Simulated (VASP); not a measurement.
# Sn (Pm-3m) in VASP: further runs

Runs on Sn. Level: PBE. Tasks: single point, relaxation of cell and atoms.

All numbers are computed with VASP 6.6.1; they aren't measurements. Logs are shortened: lines on timing, memory, paths and dates and some standing lists are left out, and cuts for length are marked.

## 1. The cell of the first run

The structure is cubic, space group Pm-3m (No. 221). The conventional cell has a = 4.558 Å, b = 4.558 Å, c = 4.558 Å, α = 90.00°, β = 90.00°, γ = 90.00°. Within 4.2 Å of Sn (site symmetry 4/mmm) lie 8 Sn at 3.22 Å.

The cell was built from a structure type or drawn by symmetry, and may not be a known phase.

## 2. Single point, PBE

The input, INCAR:

```
ALGO     = Fast           # electronic algorithm
EDIFF    = 1E-7           # SCF threshold, eV
ENCUT    = 520            # plane-wave cutoff, eV
GGA      = PE             # functional
ISIF     = 2              # what is computed and relaxed
ISMEAR   = 0              # smearing method
LASPH    = T              # aspherical terms in the spheres
LCHARG   = F              # write CHGCAR
LREAL    = F              # projectors in reciprocal space
LWAVE    = F              # write WAVECAR
NBANDS   = 28             # bands
NELM     = 80             # most SCF steps
PREC     = Accurate       # precision mode
SIGMA    = 0.1            # smearing width, eV
```

The input, KPOINTS:

```
k-points
0
Gamma
  10 10 10
```

The input, POSCAR:

```
Sn
1.0
    4.5581617388      0.0000000000      0.0000000000
    0.0000000000      4.5581617388      0.0000000000
    0.0000000000      0.0000000000      4.5581617388
Sn
3
Direct
    0.5000000000      0.0000000000      0.0000000000
    0.0000000000      0.5000000000      0.0000000000
    0.0000000000      0.0000000000      0.5000000000
```

Potentials or basis: VASP PAW PBE potentials, release 64 (Sn_d).

Run with:

```bash
> cat potpaw_PBE.64/Sn_d/POTCAR > POTCAR
> mpirun -np 1 vasp_std > vasp.out
```

OUTCAR:

```text
EDIFF = 1E-7
   ENCUT = 520
   GGA = PE
   ISIF = 2
   ISMEAR = 0
   LASPH = T
   LREAL = F
   NELM = 80
   PREC = Accurate

 ion  position               nearest neighbor table
   1  0.500  0.000  0.000-   2 3.22   3 3.22   3 3.22   2 3.22   2 3.22   3 3.22   3 3.22   2 3.22

   2  0.000  0.500  0.000-   1 3.22   3 3.22   3 3.22   1 3.22   3 3.22   3 3.22   1 3.22   1 3.22

   3  0.000  0.000  0.500-   1 3.22   2 3.22   1 3.22   2 3.22   2 3.22   2 3.22   1 3.22   1 3.22

  LATTYP: Found a simple cubic cell.
 ALAT       =     4.5581617388

  Lattice vectors:

 A1 = (   4.5581617388,   0.0000000000,   0.0000000000)
 A2 = (   0.0000000000,   4.5581617388,   0.0000000000)
 A3 = (   0.0000000000,   0.0000000000,   4.5581617388)

Analysis of symmetry for initial positions (statically):
=====================================================================
 Subroutine PRICEL returns:
 Original cell was already a primitive cell.

 Routine SETGRP: Setting up the symmetry group for a
 simple cubic supercell.

 Subroutine GETGRP returns: Found 48 space group operations
 (whereof 48 operations were pure point group operations)
 out of a pool of 48 trial point group operations.

The static configuration has the point symmetry O_h .

Analysis of symmetry for dynamics (positions and initial velocities):
=====================================================================
 Subroutine PRICEL returns:
 Original cell was already a primitive cell.

 Routine SETGRP: Setting up the symmetry group for a
 simple cubic supercell.

 Subroutine GETGRP returns: Found 48 space group operations
 (whereof 48 operations were pure point group operations)
 out of a pool of 48 trial point group operations.

The dynamic configuration has the point symmetry O_h .

 Subroutine INISYM returns: Found 48 space group operations
 (whereof 48 operations are pure point group operations),
 and found     1 'primitive' translations

----------------------------------------------------------------------------------------

                                     Primitive cell

  volume of cell :      94.7042

  direct lattice vectors                    reciprocal lattice vectors
     4.558161739  0.000000000  0.000000000     0.219386686  0.000000000  0.000000000
     0.000000000  4.558161739  0.000000000     0.000000000  0.219386686  0.000000000
     0.000000000  0.000000000  4.558161739     0.000000000  0.000000000  0.219386686

  length of vectors
     4.558161739  4.558161739  4.558161739     0.219386686  0.219386686  0.219386686

  position of ions in fractional coordinates (direct lattice)
     0.500000000  0.000000000  0.000000000
     0.000000000  0.500000000  0.000000000
     0.000000000  0.000000000  0.500000000

  ion indices of the primitive-cell ions
   primitive index   ion index
                 1           1
                 2           2
                 3           3

----------------------------------------------------------------------------------------

 KPOINTS: k-points

Automatic generation of k-mesh.
 Grid dimensions read from file:
 generate k-points for:   10   10   10

 Generating k-lattice:

  Cartesian coordinates                     Fractional coordinates (reciprocal lattice)
     0.021938669  0.000000000  0.000000000     0.100000000  0.000000000  0.000000000
     0.000000000  0.021938669  0.000000000     0.000000000  0.100000000  0.000000000
     0.000000000  0.000000000  0.021938669     0.000000000  0.000000000  0.100000000

  Length of vectors
     0.021938669  0.021938669  0.021938669

  Shift w.r.t. Gamma in fractional coordinates (k-lattice)
     0.000000000  0.000000000  0.000000000

 Subroutine IBZKPT returns following result:
 ===========================================

 Found     56 irreducible k-points:

 Following reciprocal coordinates:
            Coordinates               Weight
  0.000000  0.000000  0.000000      1.000000
  0.100000  0.000000  0.000000      6.000000
  0.200000  0.000000  0.000000      6.000000
  0.300000  0.000000  0.000000      6.000000
  0.400000  0.000000  0.000000      6.000000
  0.500000  0.000000  0.000000      3.000000
[... 16 lines left out ...]
  0.200000  0.100000  0.100000     24.000000
  0.300000  0.100000  0.100000     24.000000
 [... further k-points ...]
   k-points           NKPTS =     56   k-points in BZ     NKDIM =     56   number of bands    NBANDS=     28
   number of dos      NEDOS =    301   number of ions     NIONS =      3
   total plane-waves  NPLWV =  46656
   dimension x,y,z NGX =    36 NGY =   36 NGZ =   36
   dimension x,y,z NGXF=    72 NGYF=   72 NGZF=   72
   ions per type =               3
   NGX,Y,Z   is equivalent  to a cutoff of  13.13, 13.13, 13.13 a.u.
   NGXF,Y,Z  is equivalent  to a cutoff of  26.26, 26.26, 26.26 a.u.
 SYSTEM =  unknown system
   PREC   = accura    normal or accurate (medium, high low for compatibility)
   ISTART =      0    job   : 0-new  1-cont  2-samecut
   ICHARG =      2    charge: 1-file 2-atom 10-const
   ISPIN  =      1    spin polarized calculation?
   LNONCOLLINEAR =      F non collinear calculations
   LSORBIT =      F    spin-orbit coupling
   LASPH  =      T    aspherical Exc in radial PAW
   ENCUT  =  520.0 eV  38.22 Ry    6.18 a.u.   8.48  8.48  8.48*2*pi/ulx,y,z
   NELM   =     80;   NELMIN=  2; NELMDL= -5     # of ELM steps
   EDIFF  = 0.1E-06   stopping-criterion for ELM
   LREAL  =      F    real-space projection
   EDIFFG = 0.1E-05   stopping-criterion for IOM
   NSW    =      0    number of steps for IOM
   IBRION =     -1    ionic relax: 0-MD 1-quasi-New 2-CG
   NFREE  =      0    steps in history (QN), initial steepest desc. (CG)
   ISIF   =      2    stress and relaxation
   ISYM   =      2    0-nonsym 1-usesym 2-fastsym
   POTIM  = 0.5000    time-step for ionic-motion
   TEBEG  =    0.0;   TEEND  =   0.0 temperature during run
   PSTRESS=    0.0 pullay stress
   NELECT =      42.0000    total number of electrons
   NUPDOWN=      -1.0000    fix difference up-down
   EMIN   =  10.00;   EMAX   =-10.00  energy-range for DOS
   EFERMI =   0.00;   METHOD = LEGACY
   ISMEAR =     0;   SIGMA  =   0.10  broadening in eV -4-tet -1-fermi 0-gaus
   EFERMI_NEDOS =   21; number of points for ismear=-14 and -15
   IALGO  =     68    algorithm
   IMIX   =      4    mixing-type and parameters
     AMIX     =   0.40;   BMIX     =  1.00
     AMIX_MAG =   1.60;   BMIX_MAG =  1.00
  volume/ion in A,a.u.               =      31.57       213.03
  Fermi-wavevector in a.u.,A,eV,Ry     =   1.248441  2.359212 21.206124  1.558606
  Thomas-Fermi vector in A             =   2.382528
   LORBIT       =      0    0 simple, 1 ext, 2 COOP (PROOUT), +10 PAW based schemes
   GGA     = PE    functional components
   LHFCALC =     F    Hartree Fock is set to
   AEXX    =    0.0000 exact exchange contribution
   IVDW    =     0    specifies the selected vdW correction
   LEPSILON=     F    determine dielectric tensor
   LRPA    =     F    only Hartree local field effects (RPA)
 non-spin polarized calculation
 RMM-DIIS sequential band-by-band and
 Gauss-broadening in eV      SIGMA  =   0.10
  energy-cutoff  :      520.00
  volume of cell :       94.70
 maximum number of plane-waves:      2578
 NGX is ok and might be reduce to    36
   NGX = 17   NGY = 17   NGZ = 17

 number of electron      42.0000044 magnetization

 Free energy of the ion-electron system (eV)
  ---------------------------------------------------
  ext. energy  EPLUGINS =         0.00000000
  ---------------------------------------------------
  free energy    TOTEN  =       -11.15689846 eV

  energy without entropy =      -11.14366818  energy(sigma->0) =      -11.15028332

 E-fermi :   6.3553     XC(G=0):  -9.4745

 val. band max:        6.3535915396   @ k =   0.3000   0.2000   0.1000
 cond. band min:       6.3852896112   @ k =   0.4000   0.1000   0.1000
 fundamental gap:      0.0316980716
 Fermi energy:         6.3552746565

 k-point     1 :       0.0000    0.0000    0.0000
  band No.  band energies     occupation
      1     -15.2814      2.00000
      2     -15.2814      2.00000
      3     -15.2814      2.00000
      4     -15.2512      2.00000
      5     -15.1684      2.00000
      6     -15.1684      2.00000
[... 20 lines left out ...]
     27      11.9455      0.00000
     28      11.9455      0.00000

 k-point     2 :       0.1000    0.0000    0.0000
  band No.  band energies     occupation
      1     -15.2804      2.00000
      2     -15.2738      2.00000
      3     -15.2738      2.00000
      4     -15.2462      2.00000
      5     -15.1678      2.00000
      6     -15.1641      2.00000
[... 20 lines left out ...]
     27      11.6449      0.00000
     28      11.6449      0.00000

 k-point     3 :       0.2000    0.0000    0.0000
  band No.  band energies     occupation
      1     -15.2777      2.00000
      2     -15.2517      2.00000
      3     -15.2517      2.00000
      4     -15.2320      2.00000
      5     -15.1661      2.00000
      6     -15.1518      2.00000
[... 20 lines left out ...]
     27      11.3908      0.00000
     28      11.3908      0.00000

 k-point     4 :       0.3000    0.0000    0.0000
  band No.  band energies     occupation
      1     -15.2742      2.00000
      2     -15.2170      2.00000
      3     -15.2170      2.00000
      4     -15.2114      2.00000
      5     -15.1638      2.00000
      6     -15.1336      2.00000
[... 578 lines left out ...]
     27      11.7908      0.00000
     28      11.7908      0.00000

 k-point    23 :       0.2000    0.1000    0.1000
  band No.  band energies     occupation
      1     -15.2659      2.00000
      2     -15.2487      2.00000
      3     -15.2452      2.00000
      4     -15.2194      2.00000
      5     -15.1589      2.00000
      6     -15.1473      2.00000
[... 20 lines left out ...]
     27      11.4463      0.00000
     28      11.6347      0.00000

 k-point    24 :       0.3000    0.1000    0.1000
  band No.  band energies     occupation
      1     -15.2617      2.00000
      2     -15.2229      2.00000
      3     -15.2155      2.00000
      4     -15.1949      2.00000
      5     -15.1563      2.00000
      6     -15.1279      2.00000
[... 20 lines left out ...]
     27      11.1058      0.00000
     28      11.5755      0.00000

 [... further k-points ...]

------------------------ aborting loop because EDIFF is reached ----------------------------------------

  FORCE on cell =-STRESS in cart. coord.  units (eV):
  Direction    XX          YY          ZZ          XY          YZ          ZX
  --------------------------------------------------------------------------------------
  -------------------------------------------------------------------------------------
  Total       -0.0404735     -0.0404735     -0.0404735     -0.0000000     -0.0000000     -0.0000000
  in kB       -0.6847187     -0.6847187     -0.6847187     -0.0000000     -0.0000000     -0.0000000
  external PRESSURE =      -0.6847187 kB  Pullay stress =       0.0000000 kB

 VOLUME and BASIS-vectors are now :
 -----------------------------------------------------------------------------
  energy-cutoff  :      520.00
  volume of cell :       94.70
      direct lattice vectors                 reciprocal lattice vectors
     4.558161739  0.000000000  0.000000000     0.219386686  0.000000000  0.000000000
     0.000000000  4.558161739  0.000000000     0.000000000  0.219386686  0.000000000
     0.000000000  0.000000000  4.558161739     0.000000000  0.000000000  0.219386686

 POSITION                                       TOTAL-FORCE (eV/Angst)
 -----------------------------------------------------------------------------------
      2.27908      0.00000      0.00000         0.000000      0.000000      0.000000
      0.00000      2.27908      0.00000         0.000000      0.000000      0.000000
      0.00000      0.00000      2.27908         0.000000      0.000000      0.000000
 -----------------------------------------------------------------------------------
    total drift:                                0.000000      0.000000     -0.000000

  FREE ENERGIE OF THE ION-ELECTRON SYSTEM (eV)
  ---------------------------------------------------
  free  energy   TOTEN  =       -11.1568984601 eV

  energy  without entropy=      -11.1436681831  energy(sigma->0) =      -11.15028332
```

Run time: 62 s. Hardware: 1 thread of Intel Xeon Platinum 8559C (Emerald Rapids), shared host; peak memory 0.27 GiB.

Results:

```
Free energy            : -11.1569 eV
Pressure               : -0.1 GPa
Band gap on the k mesh : zero (bands 21 and 22 overlap by 3.67 eV)
```

Caveat: spin-orbit coupling is left out, which moves the levels of the heavy elements.

## 3. Relaxation of cell and atoms, PBE

The input, INCAR:

```
PREC = Accurate
ENCUT = 600
EDIFF = 1E-7
ISMEAR = 0
SIGMA = 0.1
LREAL = F
LASPH = T
NELM = 100
ALGO = Fast
ISIF = 3
LWAVE = F
LCHARG = F
GGA = PE
IBRION = 2
NSW = 100
EDIFFG = -0.01
```

The input, KPOINTS:

```
Automatic mesh
0
Gamma
  10 10 10
```

POSCAR is that of step 2.

Potentials or basis: VASP PAW PBE potentials, release 64 (Sn_d).

Run with:

```bash
> cat potpaw_PBE.64/Sn_d/POTCAR > POTCAR
> mpirun -np 1 vasp_std > vasp.out
```

Wall time 55 s (1 thread of Intel Xeon Platinum 8559C (Emerald Rapids), shared host); peak memory 0.28 GiB.

The run converged. Its results:

* Free energy: -11.1570 eV
* Pressure after relaxing: 0.0 GPa
* Band gap on the k mesh: zero (bands 21 and 22 overlap by 3.67 eV)

Final structure:
```xyz
3
Lattice="4.5582 0.0000 0.0000 0.0000 4.5582 0.0000 0.0000 0.0000 4.5582" Properties=species:S:1:pos:R:3 pbc="T T T"
Sn    2.2791    0.0000    0.0000
Sn    0.0000    2.2791    0.0000
Sn    0.0000    0.0000    2.2791
```

Levels at points of the mesh, in eV from the Fermi level:
| k point | band 18 | band 19 | band 20 | band 21 | band 22 | band 23 | band 24 | band 25 |
| --- | --- | --- | --- | --- | --- | --- | --- | --- |
| (0.00, 0.00, 0.00) | -4.12 | -2.63 | -2.63 | -2.63 | 2.32 | 3.21 | 3.21 | 3.21 |
| (0.50, 0.00, 0.00) | -3.70 | -1.43 | -1.43 | 0.61 | 0.61 | 0.89 | 1.29 | 1.56 |
| (0.50, 0.50, 0.00) | -7.25 | -3.44 | -0.15 | 0.37 | 1.01 | 1.01 | 1.78 | 1.78 |
| (0.50, 0.50, 0.50) | -6.48 | -5.09 | -3.04 | -3.04 | -3.04 | 2.29 | 6.93 | 7.01 |

Caveat: the relaxation stopped at its first step, so nothing moved; spin-orbit coupling is left out, which moves the levels of the heavy elements.
